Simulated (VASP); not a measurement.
# Si in VASP: further runs

Runs on Si. Level: PBE+D3(BJ). Tasks: single point.

All numbers are computed with VASP 6.6.1; they aren't measurements. Logs are shortened: lines on timing, memory, paths and dates and some standing lists are left out, and cuts for length are marked.

**1. The cell of the first run**

The cell holds a slab with vacuum, 4 atoms: a = 3.848 Å, b = 3.848 Å, c = 18.442 Å, α = 90.00°, β = 90.00°, γ = 120.00°.

**2. Single point, PBE+D3(BJ) (layers slid over each other)**

Contents of INCAR:

```
SYSTEM = Si
  PREC = Accurate
  ENCUT = 520
  EDIFF = 1E-6
  ISMEAR = 0
  SIGMA = 0.1
  LREAL = .False.
  LASPH = .True.
  NELM = 100
  ALGO = Normal
  ISIF = 2
  LWAVE = .False.
  LCHARG = .True.
  LDIPOL = .True.
  IDIPOL = 3
  DIPOL = 0.5 0.5 0.374
  GGA = PE
  IVDW = 12
  LELF = .True.
  LVHAR = .True.
  LVACPOTAV = .True.
  NBANDS = 16
```

Contents of KPOINTS:

```
Automatic mesh
0
Gamma
  9 9 1
  0 0 0
```

Contents of POSCAR:

```
Si
1.0
    3.8475254730      0.0000000000      0.0000000000
   -1.9237627365      3.3320548013      0.0000000000
    0.0000000000      0.0000000000     18.4415958255
Si
4
Direct
    0.3333333333      0.6666666667      0.2695427207
    0.6666666667      0.3333333333      0.2440135899
    0.0000000000      1.3333333333      0.5038390340
    0.3333333333      1.0000000000      0.4783099031
```

Potentials or basis: VASP PAW PBE potentials, release 64 (Si).

Launch:

```
$ cat potpaw_PBE.64/Si/POTCAR > POTCAR
$ mpirun -np 1 vasp_std > vasp.out
```

OUTCAR:

```text
SYSTEM = Si
   PREC = Accurate
   ENCUT = 520
   EDIFF = 1E-6
   ISMEAR = 0
   LREAL = .False.
   LASPH = .True.
   NELM = 100
   ISIF = 2
   GGA = PE
   IVDW = 12
 IVDW          = 12

 ion  position               nearest neighbor table
   1  0.333  0.667  0.270-   2 2.27   2 2.27   2 2.27
   2  0.667  0.333  0.244-   1 2.27   1 2.27   1 2.27
   3  0.000  0.333  0.504-   4 2.27   4 2.27   4 2.27
   4  0.333  0.000  0.478-   3 2.27   3 2.27   3 2.27

  LATTYP: Found a hexagonal cell.
 ALAT       =     3.8475254730
 C/A-ratio  =     4.7931055830

  Lattice vectors:

 A1 = (   3.8475254730,   0.0000000000,   0.0000000000)
 A2 = (  -1.9237627365,   3.3320548013,   0.0000000000)
 A3 = (   0.0000000000,   0.0000000000,  18.4415958255)

Analysis of symmetry for initial positions (statically):
=====================================================================
 Subroutine PRICEL returns:
 Original cell was already a primitive cell.

 Routine SETGRP: Setting up the symmetry group for a
 hexagonal supercell.

 Subroutine GETGRP returns: Found  2 space group operations
 (whereof  1 operations were pure point group operations)
 out of a pool of 24 trial point group operations.

The static configuration has the point symmetry C_1 .
 The point group associated with its full space group is S_2 .

Analysis of symmetry for dynamics (positions and initial velocities):
=====================================================================
 Subroutine PRICEL returns:
 Original cell was already a primitive cell.

 Routine SETGRP: Setting up the symmetry group for a
 hexagonal supercell.

 Subroutine GETGRP returns: Found  2 space group operations
 (whereof  1 operations were pure point group operations)
 out of a pool of 24 trial point group operations.

The dynamic configuration has the point symmetry C_1 .
 The point group associated with its full space group is S_2 .

 Subroutine INISYM returns: Found  2 space group operations
 (whereof  1 operations are pure point group operations),
 and found     1 'primitive' translations

----------------------------------------------------------------------------------------

                                     Primitive cell

  volume of cell :     236.4243

  direct lattice vectors                    reciprocal lattice vectors
     3.847525473  0.000000000  0.000000000     0.259907311  0.150057556  0.000000000
    -1.923762737  3.332054801  0.000000000     0.000000000  0.300115112  0.000000000
     0.000000000  0.000000000 18.441595825     0.000000000  0.000000000  0.054225242

  length of vectors
     3.847525473  3.847525473 18.441595825     0.300115112  0.300115112  0.054225242

  position of ions in fractional coordinates (direct lattice)
     0.333333333  0.666666667  0.269542721
     0.666666667  0.333333333  0.244013590
     0.000000000  0.333333333  0.503839034
     0.333333333  0.000000000  0.478309903

  ion indices of the primitive-cell ions
   primitive index   ion index
                 1           1
                 2           2
                 3           3
                 4           4

----------------------------------------------------------------------------------------

 KPOINTS: Automatic mesh

Automatic generation of k-mesh.
 Grid dimensions read from file:
 generate k-points for:    9    9    1

 Generating k-lattice:

  Cartesian coordinates                     Fractional coordinates (reciprocal lattice)
     0.028878590  0.016673062  0.000000000     0.111111111  0.000000000  0.000000000
     0.000000000  0.033346124  0.000000000     0.000000000  0.111111111  0.000000000
     0.000000000  0.000000000  0.054225242     0.000000000  0.000000000  1.000000000

  Length of vectors
     0.033346124  0.033346124  0.054225242

  Shift w.r.t. Gamma in fractional coordinates (k-lattice)
     0.000000000  0.000000000  0.000000000

 Subroutine IBZKPT returns following result:
 ===========================================

 Found     41 irreducible k-points:

 Following reciprocal coordinates:
            Coordinates               Weight
  0.000000  0.000000  0.000000      1.000000
  0.111111  0.000000  0.000000      2.000000
  0.000000  0.111111  0.000000      2.000000
 -0.111111  0.111111  0.000000      2.000000
  0.222222  0.000000  0.000000      2.000000
  0.000000  0.222222  0.000000      2.000000
[... 16 lines left out ...]
  0.333333  0.111111  0.000000      2.000000
 -0.111111  0.444444  0.000000      2.000000
 [... further k-points ...]
   k-points           NKPTS =     41   k-points in BZ     NKDIM =     41   number of bands    NBANDS=     16
   number of dos      NEDOS =    301   number of ions     NIONS =      4
   total plane-waves  NPLWV = 126000
   dimension x,y,z NGX =    30 NGY =   30 NGZ =  140
   dimension x,y,z NGXF=    60 NGYF=   60 NGZF=  280
   ions per type =               4
   NGX,Y,Z   is equivalent  to a cutoff of  12.96, 12.96, 12.62 a.u.
   NGXF,Y,Z  is equivalent  to a cutoff of  25.93, 25.93, 25.24 a.u.
 SYSTEM =  Si
   PREC   = accura    normal or accurate (medium, high low for compatibility)
   ISTART =      0    job   : 0-new  1-cont  2-samecut
   ICHARG =      2    charge: 1-file 2-atom 10-const
   ISPIN  =      1    spin polarized calculation?
   LNONCOLLINEAR =      F non collinear calculations
   LSORBIT =      F    spin-orbit coupling
   LASPH  =      T    aspherical Exc in radial PAW
   ENCUT  =  520.0 eV  38.22 Ry    6.18 a.u.   7.15  7.15 34.29*2*pi/ulx,y,z
   NELM   =    100;   NELMIN=  2; NELMDL= -5     # of ELM steps
   EDIFF  = 0.1E-05   stopping-criterion for ELM
   LREAL  =      F    real-space projection
   EDIFFG = 0.1E-04   stopping-criterion for IOM
   NSW    =      0    number of steps for IOM
   IBRION =     -1    ionic relax: 0-MD 1-quasi-New 2-CG
   NFREE  =      0    steps in history (QN), initial steepest desc. (CG)
   ISIF   =      2    stress and relaxation
   ISYM   =      2    0-nonsym 1-usesym 2-fastsym
   POTIM  = 0.5000    time-step for ionic-motion
   TEBEG  =    0.0;   TEEND  =   0.0 temperature during run
   PSTRESS=    0.0 pullay stress
   NELECT =      16.0000    total number of electrons
   NUPDOWN=      -1.0000    fix difference up-down
   EMIN   =  10.00;   EMAX   =-10.00  energy-range for DOS
   EFERMI =   0.00;   METHOD = LEGACY
   ISMEAR =     0;   SIGMA  =   0.10  broadening in eV -4-tet -1-fermi 0-gaus
   EFERMI_NEDOS =   21; number of points for ismear=-14 and -15
   IALGO  =     38    algorithm
   IMIX   =      4    mixing-type and parameters
     AMIX     =   0.40;   BMIX     =  1.00
     AMIX_MAG =   1.60;   BMIX_MAG =  1.00
  volume/ion in A,a.u.               =      59.11       398.87
  Fermi-wavevector in a.u.,A,eV,Ry     =   0.667141  1.260713  6.055637  0.445077
  Thomas-Fermi vector in A             =   1.741657
   LORBIT       =      0    0 simple, 1 ext, 2 COOP (PROOUT), +10 PAW based schemes
   GGA     = PE    functional components
   LHFCALC =     F    Hartree Fock is set to
   AEXX    =    0.0000 exact exchange contribution
   IVDW    =    12    specifies the selected vdW correction
   LEPSILON=     F    determine dielectric tensor
   LRPA    =     F    only Hartree local field effects (RPA)
 non-spin polarized calculation
 Gauss-broadening in eV      SIGMA  =   0.10
  energy-cutoff  :      520.00
  volume of cell :      236.42
 maximum number of plane-waves:      6399
 NGX is ok and might be reduce to    30
   NGX = 15   NGY = 15   NGZ = 69

 dipolmoment           0.000000      0.000000      0.000031 electrons x Angstroem

 number of electron      16.0000001 magnetization

 dipolmoment           0.000000      0.000000     -0.000004 electrons x Angstroem

 Free energy of the ion-electron system (eV)
  ---------------------------------------------------
  ext. energy  EPLUGINS =         0.00000000
  ---------------------------------------------------
  free energy    TOTEN  =       -19.17425555 eV

  energy without entropy =      -19.17418905  energy(sigma->0) =      -19.17422230

 E-fermi :  -1.0242     XC(G=0):  -4.2112

 val. band max:       -1.2175826418   @ k =   0.3333   0.3333   0.0000
 cond. band min:      -0.8308010062   @ k =   0.3333   0.3333   0.0000
 fundamental gap:      0.3867816356
 Fermi energy:        -1.0242159957

 k-point     1 :       0.0000    0.0000    0.0000
  band No.  band energies     occupation
      1     -12.1753      2.00000
      2     -12.0537      2.00000
      3      -4.6898      2.00000
      4      -3.7252      2.00000
      5      -2.2140      2.00000
      6      -2.2118      2.00000
[... 8 lines left out ...]
     15       2.0638      0.00000
     16       2.5871      0.00000

 k-point     2 :       0.1111    0.0000    0.0000
  band No.  band energies     occupation
      1     -12.0295      2.00000
      2     -11.9084      2.00000
      3      -4.5810      2.00000
      4      -3.6884      2.00000
      5      -3.1925      2.00000
      6      -3.0840      2.00000
[... 8 lines left out ...]
     15       2.5659      0.00000
     16       2.6790      0.00000

 k-point     3 :       0.0000    0.1111    0.0000
  band No.  band energies     occupation
      1     -12.0293      2.00000
      2     -11.9085      2.00000
      3      -4.5772      2.00000
      4      -3.6982      2.00000
      5      -3.1877      2.00000
      6      -3.0838      2.00000
[... 8 lines left out ...]
     15       2.5874      0.00000
     16       2.6746      0.00000
[... 362 lines left out ...]
 k-point    23 :       0.3333    0.1111    0.0000
  band No.  band energies     occupation
      1     -10.3900      2.00000
      2     -10.2824      2.00000
      3      -7.4273      2.00000
      4      -7.3326      2.00000
      5      -4.1205      2.00000
      6      -4.0424      2.00000
[... 8 lines left out ...]
     15       4.8837      0.00000
     16       5.1381      0.00000

 k-point    24 :      -0.1111    0.4444    0.0000
  band No.  band energies     occupation
      1     -10.3858      2.00000
      2     -10.2852      2.00000
      3      -7.4336      2.00000
      4      -7.3294      2.00000
      5      -4.1078      2.00000
      6      -4.0526      2.00000
[... 8 lines left out ...]
     15       4.7289      0.00000
     16       5.1565      0.00000

 [... further k-points ...]

------------------------ aborting loop because EDIFF is reached ----------------------------------------

 Edisp (eV)   -0.98536

 E8    (eV) :    -0.4188

  FORCE on cell =-STRESS in cart. coord.  units (eV):
  Direction    XX          YY          ZZ          XY          YZ          ZX
  --------------------------------------------------------------------------------------
  -------------------------------------------------------------------------------------
  Total      -0.17904    -0.15121    -0.83610     0.05004    -0.19236     0.04350
  in kB      -1.21330    -1.02470    -5.66601     0.33908    -1.30356     0.29476
  external pressure =       -2.63 kB  Pullay stress =        0.00 kB

 VOLUME and BASIS-vectors are now :
 -----------------------------------------------------------------------------
  energy-cutoff  :      520.00
  volume of cell :      236.42
      direct lattice vectors                 reciprocal lattice vectors
     3.847525473  0.000000000  0.000000000     0.259907311  0.150057556  0.000000000
    -1.923762737  3.332054801  0.000000000     0.000000000  0.300115112  0.000000000
     0.000000000  0.000000000 18.441595825     0.000000000  0.000000000  0.054225242

 POSITION                                       TOTAL-FORCE (eV/Angst)
 -----------------------------------------------------------------------------------
     -0.00000      2.22137      4.97080        -0.021417      0.036205      0.175681
      1.92376      1.11068      4.50000         0.008143      0.011028      0.028624
     -0.64125      1.11068      9.29160        -0.008143     -0.011028     -0.028624
      1.28251      0.00000      8.82080         0.021417     -0.036205     -0.175681
 -----------------------------------------------------------------------------------
    total drift:                               -0.000000      0.000000     -0.000042

  FREE ENERGIE OF THE ION-ELECTRON SYSTEM (eV)
  ---------------------------------------------------
  free  energy   TOTEN  =       -20.1596115292 eV

  energy  without entropy=      -20.1595450241  energy(sigma->0) =      -20.15957828

 vacuum level on the upper side and lower side of the slab         3.615         3.615
```

Wall time 3.2 min (1 thread of Intel Xeon Platinum 8488C (Sapphire Rapids), shared host); peak memory 0.39 GiB.

Results:

| Item | Value |
| --- | --- |
| Free energy | -20.1596 eV |
| Largest force | 0.181 eV/Å |
| Band gap on the k mesh | 0.39 eV |
| Dispersion energy per atom | -0.246 eV |

Forces in eV/Å, atoms in the order of the input:
```
Si  -0.021  0.036  0.176
Si   0.008  0.011  0.029
Si  -0.008 -0.011 -0.029
Si   0.021 -0.036 -0.176
```

Caveat: the cell differs from its parent crystal (layers slid over each other).

**3. Single point, PBE+D3(BJ) (layers slid over each other)**

Contents of INCAR:

```
PREC     = Accurate       # precision mode
ENCUT    = 520            # plane-wave cutoff, eV
EDIFF    = 1E-7           # SCF threshold, eV
ISMEAR   = 0              # smearing method
SIGMA    = 0.1            # smearing width, eV
LREAL    = False          # projectors in reciprocal space
LASPH    = True           # aspherical terms in the spheres
NELM     = 80             # most SCF steps
ALGO     = Normal         # electronic algorithm
ISIF     = 2              # what is computed and relaxed
LWAVE    = False          # write WAVECAR
LCHARG   = True           # write CHGCAR
LDIPOL   = True         
IDIPOL   = 3            
DIPOL    = 0.5 0.5 0.374
GGA      = PE             # functional
IVDW     = 12             # dispersion correction
LELF     = True           # ELF
LVHAR    = True         
LVACPOTAV= True         
NBANDS   = 16             # bands
```

Contents of KPOINTS:

```
regular mesh
0
Gamma
  9 9 1
```

Changes to POSCAR since step 2:

```diff
@@ -10,3 +10,3 @@
     0.6666666667      0.3333333333      0.2440135899
-    0.0000000000      1.3333333333      0.5038390340
-    0.3333333333      1.0000000000      0.4783099031
+    0.0000000000      1.1666666667      0.5038390340
+    0.3333333333      0.8333333333      0.4783099031
```

Potentials or basis: VASP PAW PBE potentials, release 64 (Si).

Launch:

```
$ cat potpaw_PBE.64/Si/POTCAR > POTCAR
$ mpirun -np 1 vasp_std > vasp.out
```

OUTCAR:

```text
PREC = Accurate
   ENCUT = 520
   EDIFF = 1E-7
   ISMEAR = 0
   LREAL = False
   LASPH = True
   NELM = 80
   ISIF = 2
   GGA = PE
   IVDW = 12
 IVDW          = 12

 ion  position               nearest neighbor table
   1  0.333  0.667  0.270-   2 2.27   2 2.27   2 2.27
   2  0.667  0.333  0.244-   1 2.27   1 2.27   1 2.27
   3  0.000  0.167  0.504-   4 2.27   4 2.27   4 2.27
   4  0.333  0.833  0.478-   3 2.27   3 2.27   3 2.27

  LATTYP: Found a hexagonal cell.
 ALAT       =     3.8475254730
 C/A-ratio  =     4.7931055830

  Lattice vectors:

[... 663 lines left out ...]
  -------------------------------------------------------------------------------------
  Total      -0.11939    -0.06376    -1.11874     0.03334    -0.16093     0.08397
  in kB      -0.80905    -0.43205    -7.58139     0.22596    -1.09057     0.56902
  external pressure =       -2.94 kB  Pullay stress =        0.00 kB

 VOLUME and BASIS-vectors are now :
 -----------------------------------------------------------------------------
  energy-cutoff  :      520.00
  volume of cell :      236.42
      direct lattice vectors                 reciprocal lattice vectors
     3.847525473  0.000000000  0.000000000     0.259907311  0.150057556  0.000000000
    -1.923762737  3.332054801  0.000000000     0.000000000  0.300115112  0.000000000
     0.000000000  0.000000000 18.441595825     0.000000000  0.000000000  0.054225242

 POSITION                                       TOTAL-FORCE (eV/Angst)
 -----------------------------------------------------------------------------------
     -0.00000      2.22137      4.97080        -0.019054      0.030315      0.255225
      1.92376      1.11068      4.50000        -0.002187      0.009171      0.023645
     -0.32063      0.55534      9.29160         0.002187     -0.009171     -0.023645
     -0.32063      2.77671      8.82080         0.019054     -0.030315     -0.255225
 -----------------------------------------------------------------------------------
    total drift:                                0.000000     -0.000000     -0.000008

  FREE ENERGIE OF THE ION-ELECTRON SYSTEM (eV)
  ---------------------------------------------------
  free  energy   TOTEN  =       -20.1923765051 eV

  energy  without entropy=      -20.1911238385  energy(sigma->0) =      -20.19175017

 vacuum level on the upper side and lower side of the slab         3.612         3.612
```

Wall time 4 min (1 thread of Intel Xeon Platinum 8488C (Sapphire Rapids), shared host); peak memory 0.4 GiB.

What came out:

- Free energy: -20.1924 eV
- Largest force: 0.258 eV/Å
- Band gap on the k mesh: 0.18 eV
- Dispersion energy per atom: -0.246 eV

Forces in eV/Å, atoms in the order of the input:
```
Si  -0.019  0.030  0.255
Si  -0.002  0.009  0.024
Si   0.002 -0.009 -0.024
Si   0.019 -0.030 -0.255
```

Caveat: the cell differs from its parent crystal (layers slid over each other).
